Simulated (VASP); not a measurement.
Set up this calculation in VASP 6.6.1, as the native input.

| Property | Result |
| --- | --- |
| Task | single point |
| Functional | PBE |
| Potentials or basis | VASP PAW PBE potentials, release 64 (Zn, Se, S) |
| Cutoff | 520 eV |
| k mesh | 6 × 6 × 6 |
| Occupations | gaussian, width 0.1 eV |
| Spin | no spin polarisation |
| Dipole correction | no |
| Further INCAR settings | ALGO = Normal; EDIFF = 1e-06; NBANDS = 36 |

The structure of Zn3SeS2 lies in POSCAR:

```
Zn3SeS2
1.0
   -1.9566069170      1.9566069170      8.2983049274
    1.9566069170     -1.9566069170      8.2983049274
    1.9566069170      1.9566069170     -8.2983049274
Zn Se S
3 1 2
Direct
    0.5890919631      0.0890919631      0.5000000000
    0.2500000000      0.7500000000      0.5000000000
    0.9109080369      0.4109080369      0.5000000000
    0.5000000000      0.5000000000      0.0000000000
    0.8303145842      0.8303145842      0.0000000000
    0.1696854158      0.1696854158      0.0000000000
```

One way to write it, as run:

INCAR

```
SYSTEM = Zn3SeS2
  ALGO = Normal
  EDIFF = 1E-6
  ENCUT = 520
  GGA = PE
  ISIF = 2
  ISMEAR = 0
  LASPH = .TRUE.
  LCHARG = .FALSE.
  LREAL = .FALSE.
  LWAVE = .FALSE.
  NBANDS = 36
  NELM = 80
  PREC = Accurate
  SIGMA = 0.1
```

KPOINTS

```
k-points
0
G
  6 6 6
  0 0 0
```

Potentials or basis: VASP PAW PBE potentials, release 64 (Zn, Se, S).

Command:

```sh
$ cat potpaw_PBE.64/Zn/POTCAR potpaw_PBE.64/Se/POTCAR potpaw_PBE.64/S/POTCAR > POTCAR
$ mpirun -np 1 vasp_std > vasp.out
```

Results of the run:

```yaml
Pressure: 0.4 GPa
Largest_force: 0.039 eV/Å
Band_gap_on_the_k_mesh: 1.65 eV, direct
```

It took 7.6 min on 1 thread of Intel(R) Xeon(R) 6975P-C (Granite Rapids) (shared host), peak memory 0.69 GiB.
